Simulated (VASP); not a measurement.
# Rh (Fm-3m) in VASP: notebook

Rh is run at these levels: PBEsol; tasks: single point, relaxation of cell and atoms.

Program: VASP 6.6.1. These are calculated values, not measurements. Logs are shortened: lines on timing, memory, paths and dates and some standing lists are left out, and cuts for length are marked.

### Step 1. The cell of the first run

It takes space group Fm-3m (No. 225, cubic). Conventional cell: a = 3.780 Å, b = 3.780 Å, c = 3.780 Å, α = 90.00°, β = 90.00°, γ = 90.00°. Within 3.5 Å of Rh (site symmetry m-3m) lie 12 Rh at 2.67 Å.

### Step 2. Single point, PBEsol

Input file INCAR:

```
PREC = Accurate
ENCUT = 520
EDIFF = 1E-6
ISMEAR = 0
SIGMA = 0.1
LREAL = False
LASPH = True
NELM = 80
ALGO = Normal
ISIF = 2
LWAVE = False
LCHARG = False
GGA = PS
NBANDS = 14
```

Input file KPOINTS:

```
regular mesh
0
Gamma
  18 18 18
```

Input file POSCAR:

```
Rh
1.0
    0.0000000000      1.8899266849      1.8899266849
    1.8899266849      0.0000000000      1.8899266849
    1.8899266849      1.8899266849      0.0000000000
Rh
1
Direct
    0.0000000000      0.0000000000      0.0000000000
```

Potentials or basis: VASP PAW PBE potentials, release 64 (Rh_pv).

Run with:

```sh
cat potpaw_PBE.64/Rh_pv/POTCAR > POTCAR
mpirun -np 1 vasp_std > vasp.out
```

OUTCAR:

```text
PREC = Accurate
   ENCUT = 520
   EDIFF = 1E-6
   ISMEAR = 0
   LREAL = False
   LASPH = True
   NELM = 80
   ISIF = 2
   GGA = PS

 ion  position               nearest neighbor table
   1  0.000  0.000  0.000-

  LATTYP: Found a face centered cubic cell.
 ALAT       =     3.7798533698

  Lattice vectors:

 A1 = (   0.0000000000,   1.8899266849,   1.8899266849)
 A2 = (   1.8899266849,   0.0000000000,   1.8899266849)
 A3 = (   1.8899266849,   1.8899266849,   0.0000000000)

Analysis of symmetry for initial positions (statically):
=====================================================================
 Subroutine PRICEL returns:
 Original cell was already a primitive cell.

 Routine SETGRP: Setting up the symmetry group for a
 face centered cubic supercell.

 Subroutine GETGRP returns: Found 48 space group operations
 (whereof 48 operations were pure point group operations)
 out of a pool of 48 trial point group operations.

The static configuration has the point symmetry O_h .

Analysis of symmetry for dynamics (positions and initial velocities):
=====================================================================
 Subroutine PRICEL returns:
 Original cell was already a primitive cell.

 Routine SETGRP: Setting up the symmetry group for a
 face centered cubic supercell.

 Subroutine GETGRP returns: Found 48 space group operations
 (whereof 48 operations were pure point group operations)
 out of a pool of 48 trial point group operations.

The dynamic configuration has the point symmetry O_h .

 Subroutine INISYM returns: Found 48 space group operations
 (whereof 48 operations are pure point group operations),
 and found     1 'primitive' translations

----------------------------------------------------------------------------------------

                                     Primitive cell

  volume of cell :      13.5010

  direct lattice vectors                    reciprocal lattice vectors
     0.000000000  1.889926685  1.889926685    -0.264560527  0.264560527  0.264560527
     1.889926685  0.000000000  1.889926685     0.264560527 -0.264560527  0.264560527
     1.889926685  1.889926685  0.000000000     0.264560527  0.264560527 -0.264560527

  length of vectors
     2.672759950  2.672759950  2.672759950     0.458232275  0.458232275  0.458232275

  position of ions in fractional coordinates (direct lattice)
     0.000000000  0.000000000  0.000000000

  ion indices of the primitive-cell ions
   primitive index   ion index
[... 75 lines left out ...]
   EDIFFG = 0.1E-04   stopping-criterion for IOM
   NSW    =      0    number of steps for IOM
   IBRION =     -1    ionic relax: 0-MD 1-quasi-New 2-CG
   NFREE  =      0    steps in history (QN), initial steepest desc. (CG)
   ISIF   =      2    stress and relaxation
   ISYM   =      2    0-nonsym 1-usesym 2-fastsym
   POTIM  = 0.5000    time-step for ionic-motion
   TEBEG  =    0.0;   TEEND  =   0.0 temperature during run
   PSTRESS=    0.0 pullay stress
   NELECT =      15.0000    total number of electrons
   NUPDOWN=      -1.0000    fix difference up-down
   EMIN   =  10.00;   EMAX   =-10.00  energy-range for DOS
   EFERMI =   0.00;   METHOD = LEGACY
   ISMEAR =     0;   SIGMA  =   0.10  broadening in eV -4-tet -1-fermi 0-gaus
   EFERMI_NEDOS =   21; number of points for ismear=-14 and -15
   IALGO  =     38    algorithm
   IMIX   =      4    mixing-type and parameters
     AMIX     =   0.40;   BMIX     =  1.00
     AMIX_MAG =   1.60;   BMIX_MAG =  1.00
  volume/ion in A,a.u.               =      13.50        91.11
  Fermi-wavevector in a.u.,A,eV,Ry     =   1.695575  3.204172 39.116396  2.874974
  Thomas-Fermi vector in A             =   2.776594
   LORBIT       =      0    0 simple, 1 ext, 2 COOP (PROOUT), +10 PAW based schemes
   GGA     = PS    functional components
   LHFCALC =     F    Hartree Fock is set to
   AEXX    =    0.0000 exact exchange contribution
   IVDW    =     0    specifies the selected vdW correction
   LEPSILON=     F    determine dielectric tensor
   LRPA    =     F    only Hartree local field effects (RPA)
 non-spin polarized calculation
 Gauss-broadening in eV      SIGMA  =   0.10
  energy-cutoff  :      520.00
  volume of cell :       13.50
 maximum number of plane-waves:       375
   NGX =  9   NGY =  9   NGZ =  9

 number of electron      15.0000006 magnetization

 Free energy of the ion-electron system (eV)
  ---------------------------------------------------
  ext. energy  EPLUGINS =         0.00000000
  ---------------------------------------------------
  free energy    TOTEN  =        -8.14120747 eV

  energy without entropy =       -8.13461927  energy(sigma->0) =       -8.13791337

 E-fermi :  12.0992     XC(G=0): -14.3363

 val. band max:       12.0924681034   @ k =   0.5000   0.2222   0.1111
 cond. band min:      12.1020650357   @ k =   0.5000   0.3889   0.0556
 fundamental gap:      0.0095969323
 Fermi energy:        12.0991937950

 k-point     1 :       0.0000    0.0000    0.0000
  band No.  band energies     occupation
      1     -34.2790      2.00000
      2     -34.2790      2.00000
      3     -34.2790      2.00000
      4       3.9023      2.00000
      5       8.9051      2.00000
      6       8.9051      2.00000
      7       8.9051      2.00000
      8      11.0782      2.00000
      9      11.0782      2.00000
     10      28.0114      0.00000
     11      32.3956      0.00000
     12      33.5656      0.00000
     13      33.5656      0.00000
     14      33.5656      0.00000
[... 377 lines left out ...]
      1     -34.6581      2.00000
      2     -34.3561      2.00000
      3     -34.3220      2.00000
      4       5.7638      2.00000
      5       8.5445      2.00000
      6       9.3100      2.00000
      7       9.3649      2.00000
      8      10.8705      2.00000
      9      11.5759      2.00000
     10      27.6244      0.00000
     11      29.8142      0.00000
     12      32.3969      0.00000
     13      35.1475      0.00000
     14      36.9767      0.00000

 [... further k-points ...]
[... 5 lines left out ...]
  --------------------------------------------------------------------------------------
  -------------------------------------------------------------------------------------
  Total       -0.0052757     -0.0052757     -0.0052757     -0.0000000      0.0000000      0.0000000
  in kB       -0.6260748     -0.6260748     -0.6260748     -0.0000000      0.0000000      0.0000000
  external PRESSURE =      -0.6260748 kB  Pullay stress =       0.0000000 kB

 VOLUME and BASIS-vectors are now :
 -----------------------------------------------------------------------------
  energy-cutoff  :      520.00
  volume of cell :       13.50
      direct lattice vectors                 reciprocal lattice vectors
     0.000000000  1.889926685  1.889926685    -0.264560527  0.264560527  0.264560527
     1.889926685  0.000000000  1.889926685     0.264560527 -0.264560527  0.264560527
     1.889926685  1.889926685  0.000000000     0.264560527  0.264560527 -0.264560527

 POSITION                                       TOTAL-FORCE (eV/Angst)
 -----------------------------------------------------------------------------------
      0.00000      0.00000      0.00000         0.000000     -0.000000     -0.000000
 -----------------------------------------------------------------------------------
    total drift:                                0.000000      0.000000      0.000000

  FREE ENERGIE OF THE ION-ELECTRON SYSTEM (eV)
  ---------------------------------------------------
  free  energy   TOTEN  =        -8.1412074748 eV

  energy  without entropy=       -8.1346192691  energy(sigma->0) =       -8.13791337
```

OSZICAR:

```text
N       E                     dE             d eps       ncg     rms          rms(c)
DAV:   1     0.118532784453E+03    0.11853E+03   -0.86620E+03  5476   0.115E+03
DAV:   2    -0.723428690058E+01   -0.12577E+03   -0.12031E+03  6018   0.341E+02
DAV:   3    -0.876982293479E+01   -0.15355E+01   -0.15332E+01  6450   0.414E+01
DAV:   4    -0.877527691967E+01   -0.54540E-02   -0.54538E-02  6228   0.253E+00
DAV:   5    -0.877532274265E+01   -0.45823E-04   -0.45822E-04  6432   0.204E-01    0.115E+01
DAV:   6    -0.816881957931E+01    0.60650E+00   -0.98529E-01  5760   0.139E+01    0.363E+00
DAV:   7    -0.814616020881E+01    0.22659E-01   -0.22920E-02  6318   0.186E+00    0.164E+00
DAV:   8    -0.814148360558E+01    0.46766E-02   -0.51435E-03  5772   0.992E-01    0.256E-01
DAV:   9    -0.814120214050E+01    0.28147E-03   -0.26786E-04  5700   0.234E-01    0.262E-02
DAV:  10    -0.814120732945E+01   -0.51890E-05   -0.25923E-06  6332   0.185E-02    0.631E-03
DAV:  11    -0.814120747476E+01   -0.14530E-06   -0.68057E-07  2952   0.116E-02
   1 F= -.81412075E+01 E0= -.81379134E+01  d E =-.658821E-02
```

stdout:

```text
POSCAR found type information on POSCAR Rh
 POSCAR found :  1 types and       1 ions
 scaLAPACK will be used
 -----------------------------------------------------------------------------
|                                                                             |
|                                                                             |
|     You enforced a specific xc type in the INCAR file but a different       |
|     I HOPE YOU KNOW WHAT YOU ARE DOING!                                     |
|                                                                             |
 -----------------------------------------------------------------------------

 LDA part: xc-table for (Slater+PW92), standard interpolation
 POSCAR, INCAR and KPOINTS ok, starting setup
 FFT: planning ... GRIDC
 FFT: planning ... GRID_SOFT
 FFT: planning ... GRID
 WAVECAR not read
 entering main loop
```

It took 22 s on 1 thread of Intel Xeon Platinum 8259CL at 2.50GHz (Skylake/Cascade Lake), shared host; peak memory 0.15 GiB.

What came out:

* Free energy: -8.1412 eV
* Pressure: -0.1 GPa

Caveat: the PAW data sets were made with another functional, which shifts forces and pressure a little.

### Step 3. Relaxation of cell and atoms, PBEsol

This run uses another cell than the first one, of 14.05 Å³/atom, 1.040 times its volume.

Input file INCAR:

```
SYSTEM = Rh
PREC = Accurate
ENCUT = 600
EDIFF = 1E-7
ISMEAR = 0
SIGMA = 0.1
LREAL = .FALSE.
LASPH = .TRUE.
NELM = 100
ALGO = Normal
ISIF = 3
LWAVE = .FALSE.
LCHARG = .FALSE.
GGA = PS
IBRION = 2
NSW = 70
EDIFFG = -0.005
```

Input file KPOINTS:

```
Automatic mesh
0
G
  18 18 18
  0 0 0
```

Input file POSCAR:

```
Rh
1.0
    0.0000000000      1.9149890286      1.9149890286
    1.9149890286      0.0000000000      1.9149890286
    1.9149890286      1.9149890286      0.0000000000
Rh
1
Direct
    0.0000000000      0.0000000000      0.0000000000
```

Potentials or basis: VASP PAW PBE potentials, release 64 (Rh_pv).

Run with:

```sh
cat potpaw_PBE.64/Rh_pv/POTCAR > POTCAR
mpirun -np 1 vasp_std > vasp.out
```

Wall time 1.7 min (1 thread of Intel Xeon Platinum 8259CL at 2.50GHz (Skylake/Cascade Lake), shared host); peak memory 0.18 GiB.

The run converged. Its results:

| Item | Value |
| --- | --- |
| Free energy | -8.1423 eV |
| Relaxed volume | 13.49 Å³/atom |
| Relaxed cell | a = 2.672 Å, b = 2.672 Å, c = 2.672 Å, α = 60.00°, β = 60.00°, γ = 60.00° |
| Space group after relaxing (to 0.05 Å) | Fm-3m (No. 225) |
| Energy gained by relaxing | 19.2 meV/atom |
| Ionic steps | 7 |
| Pressure after relaxing | 0.0 GPa |

The path:
| step | energy change (eV) | largest force (eV/Å) | pressure (GPa) | volume (Å³) |
| --- | --- | --- | --- | --- |
| 1 | 0.0000 | 0.0000 | -10.73 | 14.05 |
| 2 | 0.1177 | 0.0000 | 38.00 | 12.22 |
| 3 | -0.0192 | 0.0000 | -0.43 | 13.51 |
| 4 | -0.0192 | 0.0000 | -0.06 | 13.50 |
| 5 | -0.0192 | 0.0000 | 0.17 | 13.49 |
| 6 | -0.0192 | 0.0000 | -0.35 | 13.51 |
| 7 | -0.0192 | 0.0000 | 0.01 | 13.49 |

Final structure:
```xyz
1
Lattice="0.0000 1.8896 1.8896 1.8896 0.0000 1.8896 1.8896 1.8896 0.0000" Properties=species:S:1:pos:R:3 pbc="T T T"
Rh    0.0000    0.0000    0.0000
```

Levels at points of the mesh, in eV from the Fermi level:
```
           k point  band 4  band 5  band 6  band 7  band 8  band 9  band 10  band 11
(0.00, 0.00, 0.00)   -8.20   -3.20   -3.20   -3.20   -1.02   -1.02    15.91    20.30
(0.50, 0.00, 0.00)   -6.33   -3.27   -3.27    0.59    0.59    0.62     8.77    15.42
(0.50, 0.50, 0.00)   -6.54   -6.16    0.57    1.02    1.02    3.20    12.46    13.33
```

Caveat: the PAW data sets were made with another functional, which shifts forces and pressure a little.
